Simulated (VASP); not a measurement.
Input of a VASP 6.6.1 run:

INCAR

```
SYSTEM = CuPd
PREC = Accurate
ENCUT = 600
EDIFF = 1E-6
ISMEAR = 1
SIGMA = 0.05
LREAL = .FALSE.
LASPH = .TRUE.
NELM = 120
ALGO = Normal
ISIF = 2
LWAVE = .FALSE.
LCHARG = .TRUE.
GGA = PS
LELF = .TRUE.
LVHAR = .TRUE.
NBANDS = 18
GGA_COMPAT = .FALSE.
```

File KPOINTS:

```
Automatic mesh
0
Gamma
  6 6 6
  0.5 0.5 0.5
```

The input POSCAR:

```
CuPd
1.0
    2.9880000000      0.0000000000      0.0000000000
    0.0000000000      2.9880000000      0.0000000000
    0.0000000000      0.0000000000      2.9880000000
Cu Pd
1 1
Direct
    0.0000000000      0.0000000000      0.0000000000
    0.5000000000      0.5000000000      0.5000000000
```

Potentials or basis: VASP PAW PBE potentials, release 64 (Cu, Pd).

The run is started by

```bash
$ cat potpaw_PBE.64/Cu/POTCAR potpaw_PBE.64/Pd/POTCAR > POTCAR
$ mpirun -np 1 vasp_std > vasp.out
```

Question: Estimate the pressure.

Answer: -4.1 GPa.

Caveat: the PAW data sets were made with another functional, which shifts forces and pressure a little.
